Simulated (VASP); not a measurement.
# MoS2 in VASP: further runs

The runs below take MoS2 through single point, with PBE.

Everything below comes from runs of VASP 6.6.1. Logs are shortened: lines on timing, memory, paths and dates and some standing lists are left out, and cuts for length are marked.

## (1) The cell of the first run

Symmetry: C2/m, No. 12, monoclinic system. The conventional cell has a = 6.296 Å, b = 3.860 Å, c = 4.439 Å, α = 90.00°, β = 90.04°, γ = 90.00°. Mo (site symmetry 2/m) has 6 S at 2.35 to 2.60 Å within 3.1 Å. S (site symmetry m) has 3 Mo at 2.35 to 2.60 Å and 3 S at 2.80 to 3.02 Å within 3.1 Å.

## (2) Single point, PBE

Contents of INCAR:

```
SYSTEM = MoS2
  PREC = Accurate
  ENCUT = 520
  EDIFF = 1E-6
  ISMEAR = -1
  SIGMA = 0.05
  LREAL = .False.
  LASPH = .True.
  NELM = 100
  ALGO = Normal
  ISIF = 2
  LWAVE = .False.
  LCHARG = .False.
  GGA = PE
  NBANDS = 20
```

Contents of KPOINTS:

```
regular mesh
0
Gamma
  8 8 6
  0 0 0
```

Contents of POSCAR:

```
MoS2
1.0
    3.1479925200     -1.9297820300      0.0000000000
    3.1479925200      1.9297820300      0.0000000000
   -0.0030992400      0.0000000000      4.4393295900
Mo S
1 2
Direct
    0.0000000000      0.0000000000      0.0000000000
    0.6879000000      0.6879000000      0.2889000000
    0.3121000000      0.3121000000      0.7111000000
```

Potentials or basis: VASP PAW PBE potentials, release 64 (Mo_sv, S).

Command:

```sh
$ cat potpaw_PBE.64/Mo_sv/POTCAR potpaw_PBE.64/S/POTCAR > POTCAR
$ mpirun -np 1 vasp_std > vasp.out
```

OUTCAR:

```text
SYSTEM = MoS2
   PREC = Accurate
   ENCUT = 520
   EDIFF = 1E-6
   ISMEAR = -1
   LREAL = .False.
   LASPH = .True.
   NELM = 100
   ISIF = 2
   GGA = PE

 ion  position               nearest neighbor table
   1  0.000  0.000  0.000-   2 2.35   3 2.35   2 2.60   2 2.60   3 2.60   3 2.60
   2  0.688  0.688  0.289-   1 2.35   1 2.60   1 2.60
   3  0.312  0.312  0.711-   1 2.35   1 2.60   1 2.60

  LATTYP: Found a base centered monoclinic cell.
 ALAT       =     6.2959850400
 B/A-ratio  =     0.6130198905
 C/A-ratio  =     0.7051050223
 COS(beta)  =    -0.0006981323

  Lattice vectors:

 A1 = (   3.1479925200,  -1.9297820300,   0.0000000000)
 A2 = (   3.1479925200,   1.9297820300,   0.0000000000)
 A3 = (  -0.0030992400,   0.0000000000,   4.4393295900)

Analysis of symmetry for initial positions (statically):
=====================================================================
 Subroutine PRICEL returns:
 Original cell was already a primitive cell.

 Routine SETGRP: Setting up the symmetry group for a
 base centered monoclinic supercell.

 Subroutine GETGRP returns: Found  4 space group operations
 (whereof  4 operations were pure point group operations)
 out of a pool of  4 trial point group operations.

The static configuration has the point symmetry C_2h.

Analysis of symmetry for dynamics (positions and initial velocities):
=====================================================================
 Subroutine PRICEL returns:
 Original cell was already a primitive cell.

 Routine SETGRP: Setting up the symmetry group for a
 base centered monoclinic supercell.

 Subroutine GETGRP returns: Found  4 space group operations
 (whereof  4 operations were pure point group operations)
 out of a pool of  4 trial point group operations.

The dynamic configuration has the point symmetry C_2h.

 Subroutine INISYM returns: Found  4 space group operations
 (whereof  4 operations are pure point group operations),
 and found     1 'primitive' translations

----------------------------------------------------------------------------------------

                                     Primitive cell

  volume of cell :      53.9373

  direct lattice vectors                    reciprocal lattice vectors
     3.147992520 -1.929782030  0.000000000     0.158831381 -0.259096619  0.000110885
     3.147992520  1.929782030  0.000000000     0.158831381  0.259096619  0.000110885
    -0.003099240  0.000000000  4.439329590     0.000000000  0.000000000  0.225259238

  length of vectors
     3.692413247  3.692413247  4.439330672     0.303905377  0.303905377  0.225259238

  position of ions in fractional coordinates (direct lattice)
     0.000000000  0.000000000  0.000000000
     0.687900000  0.687900000  0.288900000
     0.312100000  0.312100000  0.711100000

  ion indices of the primitive-cell ions
   primitive index   ion index
                 1           1
                 2           2
                 3           3

----------------------------------------------------------------------------------------

 KPOINTS: regular mesh

Automatic generation of k-mesh.
 Grid dimensions read from file:
 generate k-points for:    8    8    6

 Generating k-lattice:

  Cartesian coordinates                     Fractional coordinates (reciprocal lattice)
     0.019853923 -0.032387077  0.000013861     0.125000000  0.000000000 -0.000000000
     0.019853923  0.032387077  0.000013861     0.000000000  0.125000000 -0.000000000
     0.000000000  0.000000000  0.037543206     0.000000000  0.000000000  0.166666667

  Length of vectors
     0.037988172  0.037988172  0.037543206

  Shift w.r.t. Gamma in fractional coordinates (k-lattice)
     0.000000000  0.000000000  0.000000000

 Subroutine IBZKPT returns following result:
 ===========================================

 Found    114 irreducible k-points:

 Following reciprocal coordinates:
            Coordinates               Weight
  0.000000  0.000000  0.000000      1.000000
  0.125000  0.000000  0.000000      4.000000
  0.250000  0.000000  0.000000      4.000000
  0.375000 -0.000000  0.000000      4.000000
  0.500000  0.000000  0.000000      2.000000
  0.125000  0.125000  0.000000      2.000000
[... 16 lines left out ...]
  0.125000  0.000000  0.166667      4.000000
  0.250000  0.000000  0.166667      4.000000
 [... further k-points ...]
   k-points           NKPTS =    114   k-points in BZ     NKDIM =    114   number of bands    NBANDS=     20
   number of dos      NEDOS =    301   number of ions     NIONS =      3
   total plane-waves  NPLWV =  28224
   dimension x,y,z NGX =    28 NGY =   28 NGZ =   36
   dimension x,y,z NGXF=    56 NGYF=   56 NGZF=   72
   ions per type =               1   2
   NGX,Y,Z   is equivalent  to a cutoff of  12.61, 12.61, 13.48 a.u.
   NGXF,Y,Z  is equivalent  to a cutoff of  25.21, 25.21, 26.96 a.u.
 SYSTEM =  MoS2
   PREC   = accura    normal or accurate (medium, high low for compatibility)
   ISTART =      0    job   : 0-new  1-cont  2-samecut
   ICHARG =      2    charge: 1-file 2-atom 10-const
   ISPIN  =      1    spin polarized calculation?
   LNONCOLLINEAR =      F non collinear calculations
   LSORBIT =      F    spin-orbit coupling
   LASPH  =      T    aspherical Exc in radial PAW
   ENCUT  =  520.0 eV  38.22 Ry    6.18 a.u.   6.87  6.87  8.25*2*pi/ulx,y,z
   NELM   =    100;   NELMIN=  2; NELMDL= -5     # of ELM steps
   EDIFF  = 0.1E-05   stopping-criterion for ELM
   LREAL  =      F    real-space projection
   EDIFFG = 0.1E-04   stopping-criterion for IOM
   NSW    =      0    number of steps for IOM
   IBRION =     -1    ionic relax: 0-MD 1-quasi-New 2-CG
   NFREE  =      0    steps in history (QN), initial steepest desc. (CG)
   ISIF   =      2    stress and relaxation
   ISYM   =      2    0-nonsym 1-usesym 2-fastsym
   POTIM  = 0.5000    time-step for ionic-motion
   TEBEG  =    0.0;   TEEND  =   0.0 temperature during run
   PSTRESS=    0.0 pullay stress
   NELECT =      26.0000    total number of electrons
   NUPDOWN=      -1.0000    fix difference up-down
   EMIN   =  10.00;   EMAX   =-10.00  energy-range for DOS
   EFERMI =   0.00;   METHOD = LEGACY
   ISMEAR =    -1;   SIGMA  =   0.05  broadening in eV -4-tet -1-fermi 0-gaus
   EFERMI_NEDOS =   21; number of points for ismear=-14 and -15
   IALGO  =     38    algorithm
   IMIX   =      4    mixing-type and parameters
     AMIX     =   0.40;   BMIX     =  1.00
     AMIX_MAG =   1.60;   BMIX_MAG =  1.00
  volume/ion in A,a.u.               =      17.98       121.33
  Fermi-wavevector in a.u.,A,eV,Ry     =   1.283619  2.425688 22.418020  1.647678
  Thomas-Fermi vector in A             =   2.415861
   LORBIT       =      0    0 simple, 1 ext, 2 COOP (PROOUT), +10 PAW based schemes
   GGA     = PE    functional components
   LHFCALC =     F    Hartree Fock is set to
   AEXX    =    0.0000 exact exchange contribution
   IVDW    =     0    specifies the selected vdW correction
   LEPSILON=     F    determine dielectric tensor
   LRPA    =     F    only Hartree local field effects (RPA)
 non-spin polarized calculation
  energy-cutoff  :      520.00
  volume of cell :       53.94
 maximum number of plane-waves:      1476
   NGX = 13   NGY = 13   NGZ = 17

 number of electron      26.0000001 magnetization

 Free energy of the ion-electron system (eV)
  ---------------------------------------------------
  ext. energy  EPLUGINS =         0.00000000
  ---------------------------------------------------
  free energy    TOTEN  =       -19.12197945 eV

  energy without entropy =      -19.09520563  energy(sigma->0) =      -19.10859254

 E-fermi :   7.4804     XC(G=0): -11.0120

 val. band max:        7.4792638606   @ k =  -0.1250  -0.1250   0.3333
 cond. band min:       7.4863528007   @ k =  -0.2500   0.5000   0.3333
 fundamental gap:      0.0070889401
 Fermi energy:         7.4804030113

 k-point     1 :       0.0000    0.0000    0.0000
  band No.  band energies     occupation
      1     -54.0559      2.00000
      2     -28.2723      2.00000
      3     -28.1123      2.00000
      4     -27.9364      2.00000
      5      -7.2672      2.00000
      6      -3.7859      2.00000
[... 12 lines left out ...]
     19      13.7470      0.00000
     20      14.5260      0.00000

 k-point     2 :       0.1250    0.0000    0.0000
  band No.  band energies     occupation
      1     -54.0554      2.00000
      2     -28.2777      2.00000
      3     -28.1187      2.00000
      4     -27.9352      2.00000
      5      -7.1137      2.00000
      6      -3.9380      2.00000
[... 12 lines left out ...]
     19      14.2188      0.00000
     20      14.7539      0.00000

 k-point     3 :       0.2500    0.0000    0.0000
  band No.  band energies     occupation
      1     -54.0541      2.00000
      2     -28.2919      2.00000
      3     -28.1331      2.00000
      4     -27.9321      2.00000
      5      -6.6859      2.00000
      6      -4.3228      2.00000
[... 12 lines left out ...]
     19      14.9400      0.00000
     20      15.5009      0.00000

 k-point     4 :       0.3750   -0.0000    0.0000
  band No.  band energies     occupation
      1     -54.0528      2.00000
      2     -28.3075      2.00000
      3     -28.1461      2.00000
      4     -27.9289      2.00000
      5      -6.0790      2.00000
      6      -4.8312      2.00000
[... 12 lines left out ...]
     19      15.5992      0.00000
     20      16.0138      0.00000

 k-point     5 :       0.5000    0.0000    0.0000
  band No.  band energies     occupation
      1     -54.0522      2.00000
      2     -28.3143      2.00000
      3     -28.1510      2.00000
      4     -27.9276      2.00000
      5      -5.4577      2.00000
      6      -5.3947      2.00000
[... 12 lines left out ...]
     19      15.5083      0.00000
     20      15.8315      0.00000

 k-point     6 :       0.1250    0.1250    0.0000
  band No.  band energies     occupation
      1     -54.0552      2.00000
      2     -28.2839      2.00000
      3     -28.1157      2.00000
      4     -27.9352      2.00000
      5      -7.0944      2.00000
      6      -3.9483      2.00000
[... 12 lines left out ...]
     19      14.5909      0.00000
     20      15.1167      0.00000

 k-point     7 :       0.2500    0.1250    0.0000
  band No.  band energies     occupation
      1     -54.0541      2.00000
      2     -28.2981      2.00000
      3     -28.1239      2.00000
      4     -27.9330      2.00000
      5      -6.7898      2.00000
      6      -4.2103      2.00000
[... 12 lines left out ...]
     19      14.9354      0.00000
     20      15.7182      0.00000
[... 277 lines left out ...]
 k-point    20 :      -0.3750    0.3750    0.0000
  band No.  band energies     occupation
      1     -54.0510      2.00000
      2     -28.3387      2.00000
      3     -28.1483      2.00000
      4     -27.9263      2.00000
      5      -5.5104      2.00000
      6      -5.0315      2.00000
[... 12 lines left out ...]
     19      15.4373      0.00000
     20      15.5307      0.00000

 k-point    21 :       0.5000    0.5000    0.0000
  band No.  band energies     occupation
      1     -54.0509      2.00000
      2     -28.3520      2.00000
      3     -28.1352      2.00000
      4     -27.9268      2.00000
      5      -5.7199      2.00000
      6      -4.8576      2.00000
[... 12 lines left out ...]
     19      14.7752      0.00000
     20      15.0285      0.00000

 k-point    22 :       0.0000    0.0000    0.1667
  band No.  band energies     occupation
      1     -54.0559      2.00000
      2     -28.2723      2.00000
      3     -28.1123      2.00000
      4     -27.9376      2.00000
      5      -7.1087      2.00000
      6      -4.1601      2.00000
[... 12 lines left out ...]
     19      14.3793      0.00000
     20      14.7891      0.00000

 k-point    23 :       0.1250    0.0000    0.1667
  band No.  band energies     occupation
      1     -54.0554      2.00000
      2     -28.2777      2.00000
      3     -28.1186      2.00000
      4     -27.9364      2.00000
      5      -6.9806      2.00000
      6      -4.2029      2.00000
[... 12 lines left out ...]
     19      14.3321      0.00000
     20      14.7156      0.00000

 k-point    24 :       0.2500    0.0000    0.1667
  band No.  band energies     occupation
      1     -54.0540      2.00000
      2     -28.2918      2.00000
      3     -28.1330      2.00000
      4     -27.9332      2.00000
      5      -6.6134      2.00000
      6      -4.3738      2.00000
[... 12 lines left out ...]
     19      14.4668      0.00000
     20      15.3180      0.00000

 [... further k-points ...]

------------------------ aborting loop because EDIFF is reached ----------------------------------------

  FORCE on cell =-STRESS in cart. coord.  units (eV):
  Direction    XX          YY          ZZ          XY          YZ          ZX
  --------------------------------------------------------------------------------------
  -------------------------------------------------------------------------------------
  Total       -3.3289556     -5.3685384      5.0304451      0.0000000      0.0000000     -2.7418100
  in kB      -98.8847345   -159.4693814    149.4265125      0.0000000      0.0000000    -81.4439073
  external PRESSURE =     -36.3092011 kB  Pullay stress =       0.0000000 kB

 VOLUME and BASIS-vectors are now :
 -----------------------------------------------------------------------------
  energy-cutoff  :      520.00
  volume of cell :       53.94
      direct lattice vectors                 reciprocal lattice vectors
     3.147992520 -1.929782030  0.000000000     0.158831381 -0.259096619  0.000110885
     3.147992520  1.929782030  0.000000000     0.158831381  0.259096619  0.000110885
    -0.003099240  0.000000000  4.439329590     0.000000000  0.000000000  0.225259238

 POSITION                                       TOTAL-FORCE (eV/Angst)
 -----------------------------------------------------------------------------------
      0.00000      0.00000      0.00000        -0.000000      0.000000      0.000000
      4.33011      0.00000      1.28252        -1.030806      0.000000     -0.656010
      1.96277      0.00000      3.15681         1.030806      0.000000      0.656010
 -----------------------------------------------------------------------------------
    total drift:                               -0.000000      0.000000      0.000000

  FREE ENERGIE OF THE ION-ELECTRON SYSTEM (eV)
  ---------------------------------------------------
  free  energy   TOTEN  =       -19.1219794525 eV

  energy  without entropy=      -19.0952056311  energy(sigma->0) =      -19.10859254
```

It took 60 s on 1 thread of Intel Xeon 6975P-C, shared host; peak memory 0.25 GiB.

Results:

```
Free energy            : -19.1220 eV
Pressure               : -3.6 GPa
Largest force          : 1.222 eV/Å
Band gap on the k mesh : zero (band 13 reaches 7.63 eV, above the bottom of band 14 at 6.70 eV)
```

Forces on the atoms (eV/Å):
```
Mo   0.000  0.000  0.000
S   -1.031  0.000 -0.656
S    1.031  0.000  0.656
```

Levels at points of the mesh, in eV from the Fermi level:
```
           k point  band 11  band 12  band 13  band 14  band 15  band 16
(0.00, 0.00, 0.00)    -0.68    -0.64    -0.54     0.52     0.71     1.78
(0.50, 0.00, 0.00)    -3.24    -2.39    -0.55     0.09     0.37     2.94
(0.50, 0.50, 0.00)    -2.81    -2.08    -1.16     0.05     0.28     3.52
(0.00, 0.00, 0.50)    -2.34    -1.60    -0.95    -0.78     0.55     4.02
(0.50, 0.00, 0.50)    -1.68    -0.29    -0.17     0.07     0.42     2.45
(0.50, 0.50, 0.50)    -1.97    -1.31    -0.21     0.02     0.45     2.17
```

Caveat: forces of over 1 eV/Å act on the atoms, so gaps and moduli don't describe the material at rest.

## (3) Single point, PBE (atoms moved at random)

Contents of INCAR:

```
  PREC = Accurate
  ENCUT = 520
  EDIFF = 1E-6
  ISMEAR = -1
  SIGMA = 0.05
  LREAL = False
  LASPH = True
  NELM = 60
  ALGO = Normal
  ISIF = 2
  LWAVE = False
  LCHARG = False
  GGA = PE
  NBANDS = 20
```

Contents of KPOINTS:

```
regular mesh
0
Gamma
  8 8 6
```

Contents of POSCAR:

```
MoS2
1.0
    3.1479925200     -1.9297820300      0.0000000000
    3.1479925200      1.9297820300      0.0000000000
   -0.0030992400      0.0000000000      4.4393295900
Mo S
1 2
Direct
    0.0163620000     -0.0144330000      0.0024950000
    0.6852500000      0.6921700000      0.2926260000
    0.3231280000      0.3051130000      0.7034390000
```

Potentials or basis: VASP PAW PBE potentials, release 64 (Mo_sv, S).

Command:

```sh
$ cat potpaw_PBE.64/Mo_sv/POTCAR potpaw_PBE.64/S/POTCAR > POTCAR
$ mpirun -np 1 vasp_std > vasp.out
```

Run time: 2 min. Hardware: 1 thread of Intel Xeon 6975P-C, shared host; peak memory 0.32 GiB.

Results (log left out):

```yaml
Free_energy: -19.0893 eV
Pressure: -4.9 GPa
Largest_force: 1.423 eV/Å
Band_gap_on_the_k_mesh: zero (band 13 reaches 7.67 eV, above the bottom of band 14 at 6.75 eV)
```

Forces on the atoms (eV/Å):
```
Mo   0.086 -0.275 -0.211
S   -0.927  0.024 -0.909
S    0.841  0.251  1.120
```

Stress tensor (GPa, compression positive):
```
-11.85  -0.21  -7.22
 -0.21 -16.58  -0.39
 -7.22  -0.39  13.87
```

Levels at points of the mesh, in eV from the Fermi level:
```
           k point  band 9  band 10  band 11  band 12  band 13  band 14  band 15  band 16  band 17  band 18
(0.00, 0.00, 0.00)   -4.61    -1.16    -0.75    -0.55    -0.40     0.44     0.68     1.61     2.56     4.06
(0.50, 0.00, 0.00)   -3.62    -3.58    -3.25    -2.29    -0.61     0.11     0.38     2.92     4.27     7.40
(0.00, 0.50, 0.00)   -3.81    -3.50    -3.27    -2.24    -0.62     0.12     0.46     2.85     4.39     7.52
(0.50, 0.50, 0.00)   -3.68    -3.10    -2.75    -2.01    -1.22     0.08     0.35     3.45     3.95     6.52
(0.00, 0.00, 0.50)   -3.23    -2.70    -2.42    -1.70    -0.89    -0.74     0.46     3.95     4.15     6.44
(0.50, 0.00, 0.50)   -4.59    -2.04    -1.64    -0.34    -0.20     0.11     0.44     2.27     3.73     5.09
(0.00, 0.50, 0.50)   -4.69    -1.90    -1.57    -0.35    -0.10     0.11     0.50     2.39     3.71     5.01
(0.50, 0.50, 0.50)   -4.63    -3.08    -1.88    -1.30    -0.21     0.06     0.49     2.04     3.89     6.00
```

Caveat: the cell differs from its parent crystal (atoms moved at random); forces of over 1 eV/Å act on the atoms, so gaps and moduli don't describe the material at rest.
